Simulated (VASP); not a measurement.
# Os (P6_3/mmc) in VASP: notebook

The runs below take Os through single point, with RPBE.

Everything below comes from runs of VASP 6.6.1. Logs are shortened: lines on timing, memory, paths and dates and some standing lists are left out, and cuts for length are marked.

## 1. The cell of the first run

It takes space group P6_3/mmc (No. 194, hexagonal). Conventional cell: a = 2.752 Å, b = 2.752 Å, c = 8.834 Å, α = 90.00°, β = 90.00°, γ = 120.00°. Within 3.6 Å of Os (site symmetry -3m) lie 12 Os at 2.72 to 2.75 Å. Os (site symmetry -6m2) has 12 Os at 2.72 to 2.75 Å within 3.6 Å.

## 2. Single point, RPBE

Contents of INCAR:

```
SYSTEM = Os
PREC     = Accurate       ! precision mode
ENCUT    = 520            ! plane-wave cutoff, eV
EDIFF    = 1E-6           ! SCF threshold, eV
ISMEAR   = -1             ! smearing method
SIGMA    = 0.1            ! smearing width, eV
LREAL    = .FALSE.        ! projectors in reciprocal space
LASPH    = .TRUE.         ! aspherical terms in the spheres
NELM     = 100            ! most SCF steps
ALGO     = Normal         ! electronic algorithm
ISIF     = 2              ! what is computed and relaxed
LWAVE    = .FALSE.        ! write WAVECAR
LCHARG   = .FALSE.        ! write CHGCAR
GGA      = RP             ! functional
NBANDS   = 24             ! bands
```

Contents of KPOINTS:

```
Automatic mesh
0
G
  13 13 4
  0 0 0
```

Contents of POSCAR:

```
Os
1.0
    2.7522485791      0.0000000000      0.0000000000
   -1.3761242896      2.3835171870      0.0000000000
    0.0000000000      0.0000000000      8.8342815811
Os
4
Direct
    0.0000000000      1.0000000000      0.0000000000
    0.0000000000      1.0000000000      0.5000000000
    0.3333333333      0.6666666667      0.2500000000
    0.6666666667      0.3333333333      0.7500000000
```

Potentials or basis: VASP PAW PBE potentials, release 64 (Os).

Started as:

```
$ cat potpaw_PBE.64/Os/POTCAR > POTCAR
$ mpirun -np 1 vasp_std > vasp.out
```

OUTCAR:

```text
SYSTEM = Os
   PREC = Accurate
   ENCUT = 520
   EDIFF = 1E-6
   ISMEAR = -1
   LREAL = .FALSE.
   LASPH = .TRUE.
   NELM = 100
   ISIF = 2
   GGA = RP

 ion  position               nearest neighbor table
   1  0.000  0.000  0.000-   3 2.72   4 2.72   3 2.72   4 2.72   4 2.72   3 2.72
   2  0.000  0.000  0.500-   3 2.72   4 2.72   3 2.72   4 2.72   4 2.72   3 2.72
   3  0.333  0.667  0.250-   1 2.72   2 2.72   1 2.72   2 2.72   1 2.72   2 2.72
   4  0.667  0.333  0.750-   1 2.72   2 2.72   1 2.72   2 2.72   1 2.72   2 2.72

  LATTYP: Found a hexagonal cell.
 ALAT       =     2.7522485791
 C/A-ratio  =     3.2098414541

  Lattice vectors:

 A1 = (   2.7522485791,   0.0000000000,   0.0000000000)
 A2 = (  -1.3761242896,   2.3835171870,   0.0000000000)
 A3 = (   0.0000000000,   0.0000000000,   8.8342815811)

Analysis of symmetry for initial positions (statically):
=====================================================================
 Subroutine PRICEL returns:
 Original cell was already a primitive cell.

 Routine SETGRP: Setting up the symmetry group for a
 hexagonal supercell.

 Subroutine GETGRP returns: Found 24 space group operations
 (whereof 12 operations were pure point group operations)
 out of a pool of 24 trial point group operations.

The static configuration has the point symmetry D_3d.
 The point group associated with its full space group is D_6h.

Analysis of symmetry for dynamics (positions and initial velocities):
=====================================================================
 Subroutine PRICEL returns:
 Original cell was already a primitive cell.

 Routine SETGRP: Setting up the symmetry group for a
 hexagonal supercell.

 Subroutine GETGRP returns: Found 24 space group operations
 (whereof 12 operations were pure point group operations)
 out of a pool of 24 trial point group operations.

The dynamic configuration has the point symmetry D_3d.
 The point group associated with its full space group is D_6h.

 Subroutine INISYM returns: Found 24 space group operations
 (whereof 12 operations are pure point group operations),
 and found     1 'primitive' translations

----------------------------------------------------------------------------------------

                                     Primitive cell

  volume of cell :      57.9532

  direct lattice vectors                    reciprocal lattice vectors
     2.752248579  0.000000000  0.000000000     0.363339274  0.209774028  0.000000000
    -1.376124290  2.383517187  0.000000000     0.000000000  0.419548055  0.000000000
     0.000000000  0.000000000  8.834281581     0.000000000  0.000000000  0.113195396

  length of vectors
     2.752248579  2.752248579  8.834281581     0.419548055  0.419548055  0.113195396

  position of ions in fractional coordinates (direct lattice)
     0.000000000  0.000000000  0.000000000
     0.000000000  0.000000000  0.500000000
     0.333333333  0.666666667  0.250000000
     0.666666667  0.333333333  0.750000000

  ion indices of the primitive-cell ions
   primitive index   ion index
                 1           1
                 2           2
                 3           3
                 4           4

----------------------------------------------------------------------------------------

 KPOINTS: Automatic mesh

Automatic generation of k-mesh.
 Grid dimensions read from file:
 generate k-points for:   13   13    4

 Generating k-lattice:

  Cartesian coordinates                     Fractional coordinates (reciprocal lattice)
     0.027949175  0.016136464  0.000000000     0.076923077 -0.000000000  0.000000000
     0.000000000  0.032272927  0.000000000     0.000000000  0.076923077  0.000000000
     0.000000000  0.000000000  0.028298849     0.000000000  0.000000000  0.250000000

  Length of vectors
     0.032272927  0.032272927  0.028298849

  Shift w.r.t. Gamma in fractional coordinates (k-lattice)
     0.000000000  0.000000000  0.000000000

 Subroutine IBZKPT returns following result:
 ===========================================

 Found     63 irreducible k-points:

 Following reciprocal coordinates:
            Coordinates               Weight
  0.000000  0.000000  0.000000      1.000000
  0.076923 -0.000000  0.000000      6.000000
  0.153846  0.000000  0.000000      6.000000
  0.230769  0.000000  0.000000      6.000000
  0.307692  0.000000  0.000000      6.000000
  0.384615  0.000000  0.000000      6.000000
[... 16 lines left out ...]
  0.076923 -0.000000  0.250000     12.000000
  0.153846  0.000000  0.250000     12.000000
 [... further k-points ...]
   k-points           NKPTS =     63   k-points in BZ     NKDIM =     63   number of bands    NBANDS=     24
   number of dos      NEDOS =    301   number of ions     NIONS =      4
   total plane-waves  NPLWV =  28000
   dimension x,y,z NGX =    20 NGY =   20 NGZ =   70
   dimension x,y,z NGXF=    40 NGYF=   40 NGZF=  140
   ions per type =               4
   NGX,Y,Z   is equivalent  to a cutoff of  12.08, 12.08, 13.17 a.u.
   NGXF,Y,Z  is equivalent  to a cutoff of  24.16, 24.16, 26.35 a.u.
 SYSTEM =  Os
   PREC   = accura    normal or accurate (medium, high low for compatibility)
   ISTART =      0    job   : 0-new  1-cont  2-samecut
   ICHARG =      2    charge: 1-file 2-atom 10-const
   ISPIN  =      1    spin polarized calculation?
   LNONCOLLINEAR =      F non collinear calculations
   LSORBIT =      F    spin-orbit coupling
   LASPH  =      T    aspherical Exc in radial PAW
   ENCUT  =  520.0 eV  38.22 Ry    6.18 a.u.   5.12  5.12 16.43*2*pi/ulx,y,z
   NELM   =    100;   NELMIN=  2; NELMDL= -5     # of ELM steps
   EDIFF  = 0.1E-05   stopping-criterion for ELM
   LREAL  =      F    real-space projection
   EDIFFG = 0.1E-04   stopping-criterion for IOM
   NSW    =      0    number of steps for IOM
   IBRION =     -1    ionic relax: 0-MD 1-quasi-New 2-CG
   NFREE  =      0    steps in history (QN), initial steepest desc. (CG)
   ISIF   =      2    stress and relaxation
   ISYM   =      2    0-nonsym 1-usesym 2-fastsym
   POTIM  = 0.5000    time-step for ionic-motion
   TEBEG  =    0.0;   TEEND  =   0.0 temperature during run
   PSTRESS=    0.0 pullay stress
   NELECT =      32.0000    total number of electrons
   NUPDOWN=      -1.0000    fix difference up-down
   EMIN   =  10.00;   EMAX   =-10.00  energy-range for DOS
   EFERMI =   0.00;   METHOD = LEGACY
   ISMEAR =    -1;   SIGMA  =   0.10  broadening in eV -4-tet -1-fermi 0-gaus
   EFERMI_NEDOS =   21; number of points for ismear=-14 and -15
   IALGO  =     38    algorithm
   IMIX   =      4    mixing-type and parameters
     AMIX     =   0.40;   BMIX     =  1.00
     AMIX_MAG =   1.60;   BMIX_MAG =  1.00
  volume/ion in A,a.u.               =      14.49        97.77
  Fermi-wavevector in a.u.,A,eV,Ry     =   1.343071  2.538037 24.542743  1.803841
  Thomas-Fermi vector in A             =   2.471175
   LORBIT       =      0    0 simple, 1 ext, 2 COOP (PROOUT), +10 PAW based schemes
   GGA     = RP    functional components
   LHFCALC =     F    Hartree Fock is set to
   AEXX    =    0.0000 exact exchange contribution
   IVDW    =     0    specifies the selected vdW correction
   LEPSILON=     F    determine dielectric tensor
   LRPA    =     F    only Hartree local field effects (RPA)
 non-spin polarized calculation
  energy-cutoff  :      520.00
  volume of cell :       57.95
 maximum number of plane-waves:      1579
   NGX = 11   NGY = 11   NGZ = 33

 number of electron      31.9999999 magnetization

 Free energy of the ion-electron system (eV)
  ---------------------------------------------------
  ext. energy  EPLUGINS =         0.00000000
  ---------------------------------------------------
  free energy    TOTEN  =       -42.04731949 eV

  energy without entropy =      -41.91577966  energy(sigma->0) =      -41.98154958

 E-fermi :   9.0012     XC(G=0): -13.8242

 val. band max:        8.9947199575   @ k =   0.1538   0.0000   0.2500
 cond. band min:       9.0176839391   @ k =   0.0769   0.0769   0.2500
 fundamental gap:      0.0229639817
 Fermi energy:         9.0011776508

 k-point     1 :       0.0000    0.0000    0.0000
  band No.  band energies     occupation
      1      -1.5958      2.00000
      2       0.7086      2.00000
      3       0.7150      2.00000
      4       1.5504      2.00000
      5       5.4921      2.00000
      6       5.5241      2.00000
[... 16 lines left out ...]
     23      11.0498      0.00000
     24      11.0498      0.00000

 k-point     2 :       0.0769   -0.0000    0.0000
  band No.  band energies     occupation
      1      -1.3628      2.00000
      2       0.9252      2.00000
      3       0.9322      2.00000
      4       1.7652      2.00000
      5       5.1579      2.00000
      6       5.3571      2.00000
[... 16 lines left out ...]
     23      11.0892      0.00000
     24      12.0468      0.00000

 k-point     3 :       0.1538    0.0000    0.0000
  band No.  band energies     occupation
      1      -0.7013      2.00000
      2       1.4887      2.00000
      3       1.4979      2.00000
      4       2.3310      2.00000
      5       4.5936      2.00000
      6       4.9613      2.00000
[... 16 lines left out ...]
     23      11.1985      0.00000
     24      13.7867      0.00000

 k-point     4 :       0.2308    0.0000    0.0000
  band No.  band energies     occupation
      1       0.2586      2.00000
      2       2.0541      2.00000
      3       2.0655      2.00000
      4       2.9125      2.00000
      5       4.1911      2.00000
      6       4.4956      2.00000
[... 16 lines left out ...]
     23      11.3378      0.00000
     24      15.5909      0.00000

 k-point     5 :       0.3077    0.0000    0.0000
  band No.  band energies     occupation
      1       1.2043      2.00000
      2       2.1350      2.00000
      3       2.2416      2.00000
      4       2.9336      2.00000
      5       3.9512      2.00000
      6       4.0168      2.00000
[... 451 lines left out ...]
 k-point    22 :       0.0000    0.0000    0.2500
  band No.  band energies     occupation
      1      -1.4143      2.00000
      2      -0.1222      2.00000
      3       1.3110      2.00000
      4       1.5611      2.00000
      5       5.5597      2.00000
      6       5.9277      2.00000
[... 16 lines left out ...]
     23      10.8820      0.00000
     24      10.8820      0.00000

 k-point    23 :       0.0769   -0.0000    0.2500
  band No.  band energies     occupation
      1      -1.1848      2.00000
      2       0.0912      2.00000
      3       1.5393      2.00000
      4       1.7793      2.00000
      5       5.3559      2.00000
      6       5.4682      2.00000
[... 16 lines left out ...]
     23      10.9304      0.00000
     24      11.6955      0.00000

 k-point    24 :       0.1538    0.0000    0.2500
  band No.  band energies     occupation
      1      -0.5367      2.00000
      2       0.6642      2.00000
      3       2.1357      2.00000
      4       2.3566      2.00000
      5       4.7344      2.00000
      6       4.9613      2.00000
[... 16 lines left out ...]
     23      11.0472      0.00000
     24      13.1549      0.00000

 [... further k-points ...]
[... 5 lines left out ...]
  --------------------------------------------------------------------------------------
  -------------------------------------------------------------------------------------
  Total       -0.1593942     -0.1593942     -0.1753365      0.0000000     -0.0000000      0.0000000
  in kB       -4.4066234     -4.4066234     -4.8473644      0.0000000     -0.0000000      0.0000000
  external PRESSURE =      -4.5535371 kB  Pullay stress =       0.0000000 kB

 VOLUME and BASIS-vectors are now :
 -----------------------------------------------------------------------------
  energy-cutoff  :      520.00
  volume of cell :       57.95
      direct lattice vectors                 reciprocal lattice vectors
     2.752248579  0.000000000  0.000000000     0.363339274  0.209774028  0.000000000
    -1.376124290  2.383517187  0.000000000     0.000000000  0.419548055  0.000000000
     0.000000000  0.000000000  8.834281581     0.000000000  0.000000000  0.113195396

 POSITION                                       TOTAL-FORCE (eV/Angst)
 -----------------------------------------------------------------------------------
      0.00000      0.00000      0.00000        -0.000000     -0.000000     -0.000000
      0.00000      0.00000      4.41714        -0.000000     -0.000000     -0.000000
     -0.00000      1.58901      2.20857         0.000000      0.000000      0.000000
      1.37612      0.79451      6.62571        -0.000000      0.000000     -0.000000
 -----------------------------------------------------------------------------------
    total drift:                                0.000000     -0.000000      0.000000

  FREE ENERGIE OF THE ION-ELECTRON SYSTEM (eV)
  ---------------------------------------------------
  free  energy   TOTEN  =       -42.0473194907 eV

  energy  without entropy=      -41.9157796613  energy(sigma->0) =      -41.98154958
```

It took 36 s on 1 thread of AMD EPYC 9R45 (Zen 5), shared host; peak memory 0.18 GiB.

What came out:

- Free energy: -42.0473 eV
- Pressure: -0.5 GPa
- Band gap on the k mesh: zero (band 16 reaches 10.97 eV, above the bottom of band 17 at 7.58 eV)

Levels at points of the mesh, in eV from the Fermi level:
| k point | band 14 | band 15 | band 16 | band 17 | band 18 | band 19 |
| --- | --- | --- | --- | --- | --- | --- |
| (0.00, 0.00, 0.00) | -2.35 | -2.35 | -0.81 | -0.81 | -0.13 | 0.02 |
| (0.00, 0.00, 0.50) | -2.70 | -1.94 | -1.94 | -0.32 | -0.32 | -0.32 |

Caveat: the PAW data sets were made with another functional, which shifts forces and pressure a little; spin-orbit coupling is left out, which moves the levels of the heavy elements.

## 3. Single point, RPBE (volume scaled by 0.88)

Contents of INCAR:

```
SYSTEM = Os
  PREC = Accurate
  ENCUT = 520
  EDIFF = 1E-6
  ISMEAR = -1
  SIGMA = 0.1
  LREAL = .False.
  LASPH = .True.
  NELM = 100
  ALGO = Normal
  ISIF = 2
  LWAVE = .False.
  LCHARG = .True.
  GGA = RP
  LELF = .True.
  LVHAR = .True.
  NBANDS = 24
```

Contents of KPOINTS:

```
regular mesh
0
Gamma
  15 15 4
  0 0 0
```

Contents of POSCAR:

```
Os
1.0
    2.6374356987      0.0000000000      0.0000000000
   -1.3187178494      2.2840863159      0.0000000000
    0.0000000000      0.0000000000      8.4657504381
Os
4
Direct
    0.0000000000      1.0000000000      0.0000000000
    0.0000000000      1.0000000000      0.5000000000
    0.3333333333      0.6666666667      0.2500000000
    0.6666666667      0.3333333333      0.7500000000
```

Potentials or basis: VASP PAW PBE potentials, release 64 (Os).

Started as:

```
$ cat potpaw_PBE.64/Os/POTCAR > POTCAR
$ mpirun -np 1 vasp_std > vasp.out
```

Wall time 44 s (1 thread of AMD EPYC 9R45 (Zen 5), shared host); peak memory 0.19 GiB.

Results (log left out):

```
Free energy            : -40.8076 eV
Pressure               : 66.3 GPa
Band gap on the k mesh : zero (band 16 reaches 13.52 eV, above the bottom of band 17 at 9.36 eV)
```

Stress tensor (GPa, compression positive):
```
64.70  0.00  0.00
 0.00 64.70  0.00
 0.00  0.00 69.48
```

Levels at points of the mesh, in eV from the Fermi level:
```tsv
k point	band 13	band 14	band 15	band 16	band 17	band 18	band 19	band 20
(0.00, 0.00, 0.00)	-3.03	-2.86	-2.86	-0.97	-0.97	-0.12	0.02	0.02
(0.00, 0.00, 0.50)	-3.27	-3.27	-2.13	-2.13	-0.36	-0.36	-0.36	-0.36
```

Caveat: the PAW data sets were made with another functional, which shifts forces and pressure a little; spin-orbit coupling is left out, which moves the levels of the heavy elements.

## 4. Single point, RPBE (volume scaled by 0.92)

Contents of INCAR:

```
  ALGO = Normal
  EDIFF = 1E-7
  ENCUT = 520
  GGA = RP
  ISIF = 2
  ISMEAR = -1
  LASPH = True
  LCHARG = True
  LELF = True
  LREAL = False
  LVHAR = True
  LWAVE = False
  NBANDS = 24
  NELM = 60
  PREC = Accurate
  SIGMA = 0.1
```

Contents of KPOINTS:

```
k-points
0
Gamma
  15 15 4
```

Contents of POSCAR:

```
Os
1.0
    2.6768062150      0.0000000000      0.0000000000
   -1.3384031075      2.3181821832      0.0000000000
    0.0000000000      0.0000000000      8.5921235535
Os
4
Direct
    0.0000000000      1.0000000000      0.0000000000
    0.0000000000      1.0000000000      0.5000000000
    0.3333333333      0.6666666667      0.2500000000
    0.6666666667      0.3333333333      0.7500000000
```

Started as:

```
$ cat potpaw_PBE.64/Os/POTCAR > POTCAR
$ mpirun -np 1 vasp_std > vasp.out
```

Wall time 57 s (1 thread of AMD EPYC 9R45 (Zen 5), shared host); peak memory 0.19 GiB.

The run converged. Its results:

```
Free energy            : -41.5595 eV
Pressure               : 38.5 GPa
Band gap on the k mesh : zero (band 16 reaches 12.62 eV, above the bottom of band 17 at 8.74 eV)
```

Stress tensor (GPa, compression positive):
```
37.39  0.00  0.00
 0.00 37.39  0.00
 0.00  0.00 40.81
```

Levels at points of the mesh, in eV from the Fermi level:
```csv
k point,band 13,band 14,band 15,band 16,band 17,band 18,band 19,band 20
"(0.00, 0.00, 0.00)",-2.83,-2.67,-2.67,-0.91,-0.91,-0.14,0.02,0.02
"(0.00, 0.00, 0.50)",-3.06,-3.06,-2.08,-2.08,-0.35,-0.35,-0.35,-0.35
```

Caveat: the PAW data sets were made with another functional, which shifts forces and pressure a little; spin-orbit coupling is left out, which moves the levels of the heavy elements.

## 5. Overview

```tsv
cell	k mesh	gap on the mesh (eV)	pressure (GPa)
a = 2.752, b = 2.752, c = 8.834 Å, angles 90.0, 90.0, 120.0°, 4 atoms	13 × 13 × 4	none	-0.5
a = 2.637, b = 2.637, c = 8.466 Å, angles 90.0, 90.0, 120.0°, 4 atoms	15 × 15 × 4	none	66.3
a = 2.677, b = 2.677, c = 8.592 Å, angles 90.0, 90.0, 120.0°, 4 atoms	15 × 15 × 4	none	38.5
```

Alike in all rows: task single point; level RPBE; potentials or basis VASP PAW PBE potentials, release 64 (Os); no spin polarisation; cutoff (eV) 520; smearing fermi-dirac 0.1 eV.

Caveats: the PAW data sets were made with another functional, which shifts forces and pressure a little; spin-orbit coupling is left out, which moves the levels of the heavy elements.

Absolute energies hang on the potentials; compare differences alone.
